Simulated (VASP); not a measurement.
# MgSe (f.balt) (Fm-3m) in VASP: notebook, part 2 of 2

VASP 6.6.1. Earlier steps stand in the parts before.

**3. Single point, PBEsol**

File INCAR:

```
SYSTEM = MgSe
PREC = Accurate
ENCUT = 600
EDIFF = 1E-6
ISMEAR = 0
SIGMA = 0.02
LREAL = .FALSE.
LASPH = .TRUE.
NELM = 120
ALGO = Normal
ISIF = 2
LWAVE = .FALSE.
LCHARG = .TRUE.
GGA = PS
LELF = .TRUE.
LVHAR = .TRUE.
NBANDS = 11
GGA_COMPAT = .FALSE.
```

File KPOINTS:

```
regular mesh
0
G
  8 8 8
  0 0 0
```

File POSCAR:

```
MgSe
1.0
    0.0000000000      2.7246416205      2.7246416205
    2.7246416205      0.0000000000      2.7246416205
    2.7246416205      2.7246416205      0.0000000000
Mg Se
1 1
Direct
    0.0000000000      0.0000000000      0.0000000000
    0.5000000000      0.5000000000      0.5000000000
```

Potentials or basis: VASP PAW PBE potentials, release 64 (Mg, Se).

On the command line:

```sh
$ cat potpaw_PBE.64/Mg/POTCAR potpaw_PBE.64/Se/POTCAR > POTCAR
$ mpirun -np 1 vasp_std > vasp.out
```

OUTCAR:

```text
SYSTEM = MgSe
   PREC = Accurate
   ENCUT = 600
   EDIFF = 1E-6
   ISMEAR = 0
   LREAL = .FALSE.
   LASPH = .TRUE.
   NELM = 120
   ISIF = 2
   GGA = PS

 ion  position               nearest neighbor table
   1  0.000  0.000  0.000-   2 2.72   2 2.72   2 2.72   2 2.72   2 2.72   2 2.72
   2  0.500  0.500  0.500-   1 2.72   1 2.72   1 2.72   1 2.72   1 2.72   1 2.72

  LATTYP: Found a face centered cubic cell.
 ALAT       =     5.4492832410

  Lattice vectors:

 A1 = (   0.0000000000,   2.7246416205,   2.7246416205)
 A2 = (   2.7246416205,   0.0000000000,   2.7246416205)
 A3 = (   2.7246416205,   2.7246416205,   0.0000000000)

Analysis of symmetry for initial positions (statically):
=====================================================================
 Subroutine PRICEL returns:
 Original cell was already a primitive cell.

 Routine SETGRP: Setting up the symmetry group for a
 face centered cubic supercell.

 Subroutine GETGRP returns: Found 48 space group operations
 (whereof 48 operations were pure point group operations)
 out of a pool of 48 trial point group operations.

The static configuration has the point symmetry O_h .

Analysis of symmetry for dynamics (positions and initial velocities):
=====================================================================
 Subroutine PRICEL returns:
 Original cell was already a primitive cell.

 Routine SETGRP: Setting up the symmetry group for a
 face centered cubic supercell.

 Subroutine GETGRP returns: Found 48 space group operations
 (whereof 48 operations were pure point group operations)
 out of a pool of 48 trial point group operations.

The dynamic configuration has the point symmetry O_h .

 Subroutine INISYM returns: Found 48 space group operations
 (whereof 48 operations are pure point group operations),
 and found     1 'primitive' translations

----------------------------------------------------------------------------------------

                                     Primitive cell

  volume of cell :      40.4537

  direct lattice vectors                    reciprocal lattice vectors
     0.000000000  2.724641620  2.724641620    -0.183510373  0.183510373  0.183510373
     2.724641620  0.000000000  2.724641620     0.183510373 -0.183510373  0.183510373
     2.724641620  2.724641620  0.000000000     0.183510373  0.183510373 -0.183510373

  length of vectors
     3.853225132  3.853225132  3.853225132     0.317849290  0.317849290  0.317849290

  position of ions in fractional coordinates (direct lattice)
     0.000000000  0.000000000  0.000000000
     0.500000000  0.500000000  0.500000000

  ion indices of the primitive-cell ions
   primitive index   ion index
                 1           1
                 2           2

----------------------------------------------------------------------------------------

 KPOINTS: regular mesh

Automatic generation of k-mesh.
 Grid dimensions read from file:
 generate k-points for:    8    8    8

 Generating k-lattice:

  Cartesian coordinates                     Fractional coordinates (reciprocal lattice)
    -0.022938797  0.022938797  0.022938797     0.125000000  0.000000000  0.000000000
     0.022938797 -0.022938797  0.022938797     0.000000000  0.125000000  0.000000000
     0.022938797  0.022938797 -0.022938797     0.000000000  0.000000000  0.125000000

  Length of vectors
     0.039731161  0.039731161  0.039731161

  Shift w.r.t. Gamma in fractional coordinates (k-lattice)
     0.000000000  0.000000000  0.000000000

 Subroutine IBZKPT returns following result:
 ===========================================

 Found     29 irreducible k-points:

 Following reciprocal coordinates:
            Coordinates               Weight
  0.000000  0.000000  0.000000      1.000000
  0.125000  0.000000  0.000000      8.000000
  0.250000  0.000000  0.000000      8.000000
  0.375000  0.000000  0.000000      8.000000
  0.500000  0.000000  0.000000      4.000000
  0.125000  0.125000  0.000000      6.000000
[... 16 lines left out ...]
  0.500000  0.250000  0.125000     48.000000
 -0.375000  0.250000  0.125000     24.000000
 [... further k-points ...]
   k-points           NKPTS =     29   k-points in BZ     NKDIM =     29   number of bands    NBANDS=     11
   number of dos      NEDOS =    301   number of ions     NIONS =      2
   total plane-waves  NPLWV =  32768
   dimension x,y,z NGX =    32 NGY =   32 NGZ =   32
   dimension x,y,z NGXF=    64 NGYF=   64 NGZF=   64
   ions per type =               1   1
   NGX,Y,Z   is equivalent  to a cutoff of  13.81, 13.81, 13.81 a.u.
   NGXF,Y,Z  is equivalent  to a cutoff of  27.61, 27.61, 27.61 a.u.
 SYSTEM =  MgSe
   PREC   = accura    normal or accurate (medium, high low for compatibility)
   ISTART =      0    job   : 0-new  1-cont  2-samecut
   ICHARG =      2    charge: 1-file 2-atom 10-const
   ISPIN  =      1    spin polarized calculation?
   LNONCOLLINEAR =      F non collinear calculations
   LSORBIT =      F    spin-orbit coupling
   LASPH  =      T    aspherical Exc in radial PAW
   ENCUT  =  600.0 eV  44.10 Ry    6.64 a.u.   7.70  7.70  7.70*2*pi/ulx,y,z
   NELM   =    120;   NELMIN=  2; NELMDL= -5     # of ELM steps
   EDIFF  = 0.1E-05   stopping-criterion for ELM
   LREAL  =      F    real-space projection
   EDIFFG = 0.1E-04   stopping-criterion for IOM
   NSW    =      0    number of steps for IOM
   IBRION =     -1    ionic relax: 0-MD 1-quasi-New 2-CG
   NFREE  =      0    steps in history (QN), initial steepest desc. (CG)
   ISIF   =      2    stress and relaxation
   ISYM   =      2    0-nonsym 1-usesym 2-fastsym
   POTIM  = 0.5000    time-step for ionic-motion
   TEBEG  =    0.0;   TEEND  =   0.0 temperature during run
   PSTRESS=    0.0 pullay stress
   NELECT =       8.0000    total number of electrons
   NUPDOWN=      -1.0000    fix difference up-down
   EMIN   =  10.00;   EMAX   =-10.00  energy-range for DOS
   EFERMI =   0.00;   METHOD = LEGACY
   ISMEAR =     0;   SIGMA  =   0.02  broadening in eV -4-tet -1-fermi 0-gaus
   EFERMI_NEDOS =   21; number of points for ismear=-14 and -15
   IALGO  =     38    algorithm
   IMIX   =      4    mixing-type and parameters
     AMIX     =   0.40;   BMIX     =  1.00
     AMIX_MAG =   1.60;   BMIX_MAG =  1.00
  volume/ion in A,a.u.               =      20.23       136.50
  Fermi-wavevector in a.u.,A,eV,Ry     =   0.953789  1.802399 12.377392  0.909713
  Thomas-Fermi vector in A             =   2.082476
   LORBIT       =      0    0 simple, 1 ext, 2 COOP (PROOUT), +10 PAW based schemes
   GGA     = PS    functional components
   LHFCALC =     F    Hartree Fock is set to
   AEXX    =    0.0000 exact exchange contribution
   IVDW    =     0    specifies the selected vdW correction
   LEPSILON=     F    determine dielectric tensor
   LRPA    =     F    only Hartree local field effects (RPA)
 non-spin polarized calculation
 Gauss-broadening in eV      SIGMA  =   0.02
  energy-cutoff  :      600.00
  volume of cell :       40.45
 maximum number of plane-waves:      1365
   NGX = 15   NGY = 15   NGZ = 15

 number of electron       8.0000000 magnetization

 Free energy of the ion-electron system (eV)
  ---------------------------------------------------
  ext. energy  EPLUGINS =         0.00000000
  ---------------------------------------------------
  free energy    TOTEN  =        -8.10615545 eV

  energy without entropy =       -8.10615545  energy(sigma->0) =       -8.10615545

 E-fermi :   3.2961     XC(G=0):  -9.6238

 val. band max:        3.1517431708   @ k =   0.0000   0.0000   0.0000
 cond. band min:       4.9151083840   @ k =   0.5000   0.5000   0.0000
 fundamental gap:      1.7633652132
 Fermi energy:         3.2961497149

 k-point     1 :       0.0000    0.0000    0.0000
  band No.  band energies     occupation
      1      -9.8250      2.00000
      2       3.1517      2.00000
      3       3.1517      2.00000
      4       3.1517      2.00000
      5       5.6582      0.00000
      6      10.4836      0.00000
      7      10.4836      0.00000
      8      10.4836      0.00000
      9      13.0941      0.00000
     10      13.0941      0.00000
     11      13.9454      0.00000
[... 309 lines left out ...]
 k-point    24 :      -0.3750    0.2500    0.1250
  band No.  band energies     occupation
      1      -8.5222      2.00000
      2      -1.3278      2.00000
      3       0.8869      2.00000
      4       1.9181      2.00000
      5       7.8552      0.00000
      6       8.4812      0.00000
      7      10.8606      0.00000
      8      12.1553      0.00000
      9      14.1366      0.00000
     10      14.8548      0.00000
     11      17.1603      0.00000

 [... further k-points ...]
[... 5 lines left out ...]
  --------------------------------------------------------------------------------------
  -------------------------------------------------------------------------------------
  Total       -0.0096971     -0.0096971     -0.0096971     -0.0000000     -0.0000000      0.0000000
  in kB       -0.3840566     -0.3840566     -0.3840566     -0.0000000     -0.0000000      0.0000000
  external PRESSURE =      -0.3840566 kB  Pullay stress =       0.0000000 kB

 VOLUME and BASIS-vectors are now :
 -----------------------------------------------------------------------------
  energy-cutoff  :      600.00
  volume of cell :       40.45
      direct lattice vectors                 reciprocal lattice vectors
     0.000000000  2.724641620  2.724641620    -0.183510373  0.183510373  0.183510373
     2.724641620  0.000000000  2.724641620     0.183510373 -0.183510373  0.183510373
     2.724641620  2.724641620  0.000000000     0.183510373  0.183510373 -0.183510373

 POSITION                                       TOTAL-FORCE (eV/Angst)
 -----------------------------------------------------------------------------------
      0.00000      0.00000      0.00000         0.000000      0.000000     -0.000000
      2.72464      2.72464      2.72464        -0.000000     -0.000000      0.000000
 -----------------------------------------------------------------------------------
    total drift:                               -0.000000     -0.000000      0.000000

  FREE ENERGIE OF THE ION-ELECTRON SYSTEM (eV)
  ---------------------------------------------------
  free  energy   TOTEN  =        -8.1061554502 eV

  energy  without entropy=       -8.1061554502  energy(sigma->0) =       -8.10615545
```

OSZICAR:

```text
N       E                     dE             d eps       ncg     rms          rms(c)
DAV:   1     0.240561571841E+02    0.24056E+02   -0.37357E+03   654   0.661E+02
DAV:   2    -0.680087282275E+01   -0.30857E+02   -0.29173E+02   816   0.995E+01
DAV:   3    -0.839875355781E+01   -0.15979E+01   -0.15951E+01   783   0.238E+01
DAV:   4    -0.840641012146E+01   -0.76566E-02   -0.76562E-02   723   0.194E+00
DAV:   5    -0.840645696488E+01   -0.46843E-04   -0.46843E-04   768   0.153E-01    0.292E+00
DAV:   6    -0.815413561312E+01    0.25232E+00   -0.43003E-01   698   0.242E+00    0.182E+00
DAV:   7    -0.810857759899E+01    0.45558E-01   -0.18870E-01   734   0.170E+00    0.878E-01
DAV:   8    -0.810625964178E+01    0.23180E-02   -0.82299E-03   686   0.461E-01    0.231E-01
DAV:   9    -0.810615996030E+01    0.99681E-04   -0.30832E-04   719   0.889E-02    0.110E-01
DAV:  10    -0.810615804395E+01    0.19163E-05   -0.11169E-04   695   0.431E-02    0.284E-02
DAV:  11    -0.810615540172E+01    0.26422E-05   -0.97345E-06   704   0.135E-02    0.480E-03
DAV:  12    -0.810615545024E+01   -0.48523E-07   -0.40943E-07   349   0.363E-03
   1 F= -.81061555E+01 E0= -.81061555E+01  d E =-.151064E-26
```

stdout:

```text
POSCAR found type information on POSCAR MgSe
 POSCAR found :  2 types and       2 ions
 scaLAPACK will be used
 -----------------------------------------------------------------------------
|                                                                             |
|                                                                             |
|     You enforced a specific xc type in the INCAR file but a different       |
|     I HOPE YOU KNOW WHAT YOU ARE DOING!                                     |
|                                                                             |
 -----------------------------------------------------------------------------

 LDA part: xc-table for (Slater+PW92), standard interpolation
 POSCAR, INCAR and KPOINTS ok, starting setup
 FFT: planning ... GRIDC
 FFT: planning ... GRID_SOFT
 FFT: planning ... GRID
 WAVECAR not read
 entering main loop
```

It took 28 s on 1 thread of AMD EPYC 7R13, shared host; peak memory 0.15 GiB.

What came out:

- Free energy: -8.1062 eV
- Pressure: 0.0 GPa
- Band gap on the k mesh: 1.76 eV, indirect (least direct gap 2.51 eV)

Caveat: the PAW data sets were made with another functional, which shifts forces and pressure a little. As with any semilocal functional, this PBEsol gap is likely too small.
